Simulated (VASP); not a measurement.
# Na (Im-3m) in VASP: a series of runs

The runs below take Na through single point, relaxation of cell and atoms, with PBEsol.

All numbers are computed with VASP 6.6.1; they aren't measurements. Logs are shortened: lines on timing, memory, paths and dates and some standing lists are left out, and cuts for length are marked.

## Step 1: The cell of the first run

Symmetry: Im-3m, No. 229, cubic system. Conventional cell: a = 4.443 Å, b = 4.443 Å, c = 4.443 Å, α = 90.00°, β = 90.00°, γ = 90.00°. Within 5.1 Å of Na (site symmetry m-3m) lie 14 Na at 3.85 to 4.44 Å.

## Step 2: Single point, PBEsol (strained)

INCAR reads:

```
SYSTEM = Na
  PREC = Accurate
  ENCUT = 520
  EDIFF = 1E-6
  ISMEAR = 0
  SIGMA = 0.1
  LREAL = .FALSE.
  LASPH = .TRUE.
  NELM = 60
  ALGO = Fast
  ISIF = 2
  LWAVE = .FALSE.
  LCHARG = .TRUE.
  GGA = PS
  LELF = .TRUE.
  LVHAR = .TRUE.
  NBANDS = 10
```

KPOINTS reads:

```
regular mesh
0
G
  14 14 14
  0 0 0
```

POSCAR reads:

```
Na
1.0
   -2.2214904250      2.2214904250      2.2214904250
    2.2214904250     -2.2214904250      2.2214904250
    2.2214904250      2.2214904250     -2.2214904250
Na
1
Direct
    0.0000000000      0.0000000000      0.0000000000
```

Potentials or basis: VASP PAW PBE potentials, release 64 (Na_pv).

On the command line:

```sh
> cat potpaw_PBE.64/Na_pv/POTCAR > POTCAR
> mpirun -np 1 vasp_std > vasp.out
```

OUTCAR:

```text
SYSTEM = Na
   PREC = Accurate
   ENCUT = 520
   EDIFF = 1E-6
   ISMEAR = 0
   LREAL = .FALSE.
   LASPH = .TRUE.
   NELM = 60
   ISIF = 2
   GGA = PS

 ion  position               nearest neighbor table
   1  0.000  0.000  0.000-

  LATTYP: Found a body centered cubic cell.
 ALAT       =     4.4429808500

  Lattice vectors:

 A1 = (  -2.2214904250,   2.2214904250,   2.2214904250)
 A2 = (   2.2214904250,  -2.2214904250,   2.2214904250)
 A3 = (   2.2214904250,   2.2214904250,  -2.2214904250)

Analysis of symmetry for initial positions (statically):
=====================================================================
 Subroutine PRICEL returns:
 Original cell was already a primitive cell.

 Routine SETGRP: Setting up the symmetry group for a
 body centered cubic supercell.

 Subroutine GETGRP returns: Found 48 space group operations
 (whereof 48 operations were pure point group operations)
 out of a pool of 48 trial point group operations.

The static configuration has the point symmetry O_h .

Analysis of symmetry for dynamics (positions and initial velocities):
=====================================================================
 Subroutine PRICEL returns:
 Original cell was already a primitive cell.

 Routine SETGRP: Setting up the symmetry group for a
 body centered cubic supercell.

 Subroutine GETGRP returns: Found 48 space group operations
 (whereof 48 operations were pure point group operations)
 out of a pool of 48 trial point group operations.

The dynamic configuration has the point symmetry O_h .

 Subroutine INISYM returns: Found 48 space group operations
 (whereof 48 operations are pure point group operations),
 and found     1 'primitive' translations

----------------------------------------------------------------------------------------

                                     Primitive cell

  volume of cell :      43.8524

  direct lattice vectors                    reciprocal lattice vectors
    -2.221490425  2.221490425  2.221490425     0.000000000  0.225074119  0.225074119
     2.221490425 -2.221490425  2.221490425     0.225074119  0.000000000  0.225074119
     2.221490425  2.221490425 -2.221490425     0.225074119  0.225074119  0.000000000

  length of vectors
     3.847734285  3.847734285  3.847734285     0.318302871  0.318302871  0.318302871

  position of ions in fractional coordinates (direct lattice)
     0.000000000  0.000000000  0.000000000

  ion indices of the primitive-cell ions
   primitive index   ion index
                 1           1

----------------------------------------------------------------------------------------

 KPOINTS: regular mesh

Automatic generation of k-mesh.
 Grid dimensions read from file:
 generate k-points for:   14   14   14

 Generating k-lattice:

  Cartesian coordinates                     Fractional coordinates (reciprocal lattice)
     0.000000000  0.016076723  0.016076723     0.071428571  0.000000000  0.000000000
     0.016076723  0.000000000  0.016076723     0.000000000  0.071428571  0.000000000
     0.016076723  0.016076723  0.000000000     0.000000000  0.000000000  0.071428571

  Length of vectors
     0.022735919  0.022735919  0.022735919

  Shift w.r.t. Gamma in fractional coordinates (k-lattice)
     0.000000000  0.000000000  0.000000000

 Subroutine IBZKPT returns following result:
 ===========================================

 Found    104 irreducible k-points:

 Following reciprocal coordinates:
            Coordinates               Weight
  0.000000  0.000000  0.000000      1.000000
  0.071429  0.000000  0.000000     12.000000
  0.142857  0.000000  0.000000     12.000000
  0.214286  0.000000  0.000000     12.000000
  0.285714  0.000000  0.000000     12.000000
  0.357143  0.000000  0.000000     12.000000
[... 16 lines left out ...]
  0.285714  0.285714  0.000000     24.000000
  0.357143  0.285714 -0.000000     24.000000
 [... further k-points ...]
   k-points           NKPTS =    104   k-points in BZ     NKDIM =    104   number of bands    NBANDS=     10
   number of dos      NEDOS =    301   number of ions     NIONS =      1
   total plane-waves  NPLWV =  27000
   dimension x,y,z NGX =    30 NGY =   30 NGZ =   30
   dimension x,y,z NGXF=    60 NGYF=   60 NGZF=   60
   ions per type =               1
   NGX,Y,Z   is equivalent  to a cutoff of  12.96, 12.96, 12.96 a.u.
   NGXF,Y,Z  is equivalent  to a cutoff of  25.92, 25.92, 25.92 a.u.
 SYSTEM =  Na
   PREC   = accura    normal or accurate (medium, high low for compatibility)
   ISTART =      0    job   : 0-new  1-cont  2-samecut
   ICHARG =      2    charge: 1-file 2-atom 10-const
   ISPIN  =      1    spin polarized calculation?
   LNONCOLLINEAR =      F non collinear calculations
   LSORBIT =      F    spin-orbit coupling
   LASPH  =      T    aspherical Exc in radial PAW
   ENCUT  =  520.0 eV  38.22 Ry    6.18 a.u.   7.15  7.15  7.15*2*pi/ulx,y,z
   NELM   =     60;   NELMIN=  2; NELMDL= -5     # of ELM steps
   EDIFF  = 0.1E-05   stopping-criterion for ELM
   LREAL  =      F    real-space projection
   EDIFFG = 0.1E-04   stopping-criterion for IOM
   NSW    =      0    number of steps for IOM
   IBRION =     -1    ionic relax: 0-MD 1-quasi-New 2-CG
   NFREE  =      0    steps in history (QN), initial steepest desc. (CG)
   ISIF   =      2    stress and relaxation
   ISYM   =      2    0-nonsym 1-usesym 2-fastsym
   POTIM  = 0.5000    time-step for ionic-motion
   TEBEG  =    0.0;   TEEND  =   0.0 temperature during run
   PSTRESS=    0.0 pullay stress
   NELECT =       7.0000    total number of electrons
   NUPDOWN=      -1.0000    fix difference up-down
   EMIN   =  10.00;   EMAX   =-10.00  energy-range for DOS
   EFERMI =   0.00;   METHOD = LEGACY
   ISMEAR =     0;   SIGMA  =   0.10  broadening in eV -4-tet -1-fermi 0-gaus
   EFERMI_NEDOS =   21; number of points for ismear=-14 and -15
   IALGO  =     68    algorithm
   IMIX   =      4    mixing-type and parameters
     AMIX     =   0.40;   BMIX     =  1.00
     AMIX_MAG =   1.60;   BMIX_MAG =  1.00
  volume/ion in A,a.u.               =      43.85       295.93
  Fermi-wavevector in a.u.,A,eV,Ry     =   0.888062  1.678193 10.730280  0.788653
  Thomas-Fermi vector in A             =   2.009442
   LORBIT       =      0    0 simple, 1 ext, 2 COOP (PROOUT), +10 PAW based schemes
   GGA     = PS    functional components
   LHFCALC =     F    Hartree Fock is set to
   AEXX    =    0.0000 exact exchange contribution
   IVDW    =     0    specifies the selected vdW correction
   LEPSILON=     F    determine dielectric tensor
   LRPA    =     F    only Hartree local field effects (RPA)
 non-spin polarized calculation
 RMM-DIIS sequential band-by-band and
 Gauss-broadening in eV      SIGMA  =   0.10
  energy-cutoff  :      520.00
  volume of cell :       43.85
 maximum number of plane-waves:      1205
 NGX is ok and might be reduce to    30
   NGX = 15   NGY = 15   NGZ = 15

 number of electron       6.9999988 magnetization

 Free energy of the ion-electron system (eV)
  ---------------------------------------------------
  ext. energy  EPLUGINS =         0.00000000
  ---------------------------------------------------
  free energy    TOTEN  =        -1.37173857 eV

  energy without entropy =       -1.36853228  energy(sigma->0) =       -1.37013543

 E-fermi :  -0.1505     XC(G=0):  -6.0759

 val. band max:       -0.1769178809   @ k =  -0.3571   0.4286   0.1429
 cond. band min:      -0.1029397593   @ k =   0.3571   0.0714   0.0714
 fundamental gap:      0.0739781216
 Fermi energy:        -0.1505259836

 k-point     1 :       0.0000    0.0000    0.0000
  band No.  band energies     occupation
      1     -25.0667      2.00000
      2     -25.0667      2.00000
      3     -25.0667      2.00000
      4      -3.0675      2.00000
      5      10.5562      0.00000
      6      10.5562      0.00000
      7      10.5562      0.00000
      8      11.4677      0.00000
      9      11.4699      0.00000
     10      11.8988      0.00000

 k-point     2 :       0.0714    0.0000    0.0000
  band No.  band energies     occupation
      1     -25.0677      2.00000
      2     -25.0670      2.00000
      3     -25.0667      2.00000
      4      -2.9875      2.00000
      5       9.4308      0.00000
      6      10.0380      0.00000
      7      10.1427      0.00000
      8      10.7378      0.00000
      9      10.9658      0.00000
     10      11.9268      0.00000

 k-point     3 :       0.1429    0.0000    0.0000
  band No.  band energies     occupation
      1     -25.0703      2.00000
      2     -25.0680      2.00000
      3     -25.0667      2.00000
      4      -2.7483      2.00000
      5       7.7232      0.00000
      6       9.2778      0.00000
      7       9.5126      0.00000
      8       9.9652      0.00000
      9      10.5929      0.00000
     10      12.1226      0.00000

 k-point     4 :       0.2143    0.0000    0.0000
  band No.  band energies     occupation
      1     -25.0742      2.00000
      2     -25.0693      2.00000
      3     -25.0666      2.00000
      4      -2.3517      2.00000
      5       6.0840      0.00000
      6       8.6129      0.00000
      7       8.9577      0.00000
      8       9.3290      0.00000
      9      10.1418      0.00000
     10      12.4819      0.00000
[... 222 lines left out ...]
 k-point    22 :       0.3571    0.2143    0.0000
  band No.  band energies     occupation
      1     -25.0833      2.00000
      2     -25.0761      2.00000
      3     -25.0687      2.00000
      4       0.7160      0.00000
      5       1.8263      0.00000
      6       3.9689      0.00000
      7       7.1413      0.00000
      8      10.1557      0.00000
      9      12.1364      0.00000
     10      12.8678      0.00000

 k-point    23 :       0.2857    0.2857    0.0000
  band No.  band energies     occupation
      1     -25.0822      2.00000
      2     -25.0771      2.00000
      3     -25.0690      2.00000
      4       0.6489      0.00000
      5       2.5487      0.00000
      6       3.1022      0.00000
      7       7.0684      0.00000
      8      10.8210      0.00000
      9      11.4071      0.00000
     10      13.1392      0.00000

 k-point    24 :       0.3571    0.2857   -0.0000
  band No.  band energies     occupation
      1     -25.0815      2.00000
      2     -25.0785      2.00000
      3     -25.0691      2.00000
      4       1.4546      0.00000
      5       1.7800      0.00000
      6       2.8523      0.00000
      7       6.9958      0.00000
      8      10.9488      0.00000
      9      11.7799      0.00000
     10      12.5096      0.00000

 [... further k-points ...]
[... 5 lines left out ...]
  --------------------------------------------------------------------------------------
  -------------------------------------------------------------------------------------
  Total       -0.2588803     -0.2588803     -0.2588803      0.0000000      0.0000000     -0.0000000
  in kB       -9.4583674     -9.4583674     -9.4583674      0.0000000      0.0000000     -0.0000000
  external PRESSURE =      -9.4583674 kB  Pullay stress =       0.0000000 kB

 VOLUME and BASIS-vectors are now :
 -----------------------------------------------------------------------------
  energy-cutoff  :      520.00
  volume of cell :       43.85
      direct lattice vectors                 reciprocal lattice vectors
    -2.221490425  2.221490425  2.221490425     0.000000000  0.225074119  0.225074119
     2.221490425 -2.221490425  2.221490425     0.225074119  0.000000000  0.225074119
     2.221490425  2.221490425 -2.221490425     0.225074119  0.225074119  0.000000000

 POSITION                                       TOTAL-FORCE (eV/Angst)
 -----------------------------------------------------------------------------------
      0.00000      0.00000      0.00000        -0.000000     -0.000000      0.000000
 -----------------------------------------------------------------------------------
    total drift:                                0.000000     -0.000000      0.000000

  FREE ENERGIE OF THE ION-ELECTRON SYSTEM (eV)
  ---------------------------------------------------
  free  energy   TOTEN  =        -1.3717385724 eV

  energy  without entropy=       -1.3685322799  energy(sigma->0) =       -1.37013543
```

It took 66 s on 1 thread of AMD EPYC, shared host; peak memory 0.14 GiB.

Results:

```yaml
Free_energy: -1.3717 eV
Pressure: -0.9 GPa
Band_gap_on_the_k_mesh: zero (an odd number of electrons rules out a gap without spin polarisation)
```

Caveat: the cell differs from its parent crystal (strained); the PAW data sets were made with another functional, which shifts forces and pressure a little.

## Step 3: Single point, PBEsol

This run uses another cell than the first one, of 36.19 Å³/atom.

INCAR reads:

```
PREC     = Accurate       # precision mode
ENCUT    = 520            # plane-wave cutoff, eV
EDIFF    = 1E-7           # SCF threshold, eV
ISMEAR   = 0              # smearing method
SIGMA    = 0.1            # smearing width, eV
LREAL    = F              # projectors in reciprocal space
LASPH    = T              # aspherical terms in the spheres
NELM     = 60             # most SCF steps
ALGO     = Normal         # electronic algorithm
ISIF     = 2              # what is computed and relaxed
LWAVE    = F              # write WAVECAR
LCHARG   = F              # write CHGCAR
GGA      = PS             # functional
NBANDS   = 10             # bands
```

KPOINTS reads:

```
regular mesh
0
Gamma
  14 14 14
```

POSCAR reads:

```
Na
1.0
   -2.0836828725      2.0836828725      2.0836828725
    2.0836828725     -2.0836828725      2.0836828725
    2.0836828725      2.0836828725     -2.0836828725
Na
1
Direct
    0.0000000000      0.0000000000      0.0000000000
```

Potentials or basis: VASP PAW PBE potentials, release 64 (Na_pv).

On the command line:

```sh
> cat potpaw_PBE.64/Na_pv/POTCAR > POTCAR
> mpirun -np 1 vasp_std > vasp.out
```

Run time: 9.3 s. Hardware: 1 thread of Intel Xeon 6975P-C (Granite Rapids), shared host; peak memory 0.16 GiB.

It converged, with:

```
Free energy            : -1.4004 eV
Pressure               : 0.0 GPa
Band gap on the k mesh : zero (an odd number of electrons rules out a gap without spin polarisation)
```

Levels at points of the mesh, in eV from the Fermi level:
```tsv
k point	band 1	band 2	band 3	band 4	band 5	band 6
(0.00, 0.00, 0.00)	-24.74	-24.74	-24.74	-3.30	11.92	11.92
(0.50, 0.00, 0.00)	-24.78	-24.75	-24.74	0.78	1.28	8.33
(0.50, 0.50, 0.50)	-24.77	-24.77	-24.77	4.58	4.58	5.00
```

Caveat: the PAW data sets were made with another functional, which shifts forces and pressure a little.

(Continued in part 2 of 2.)
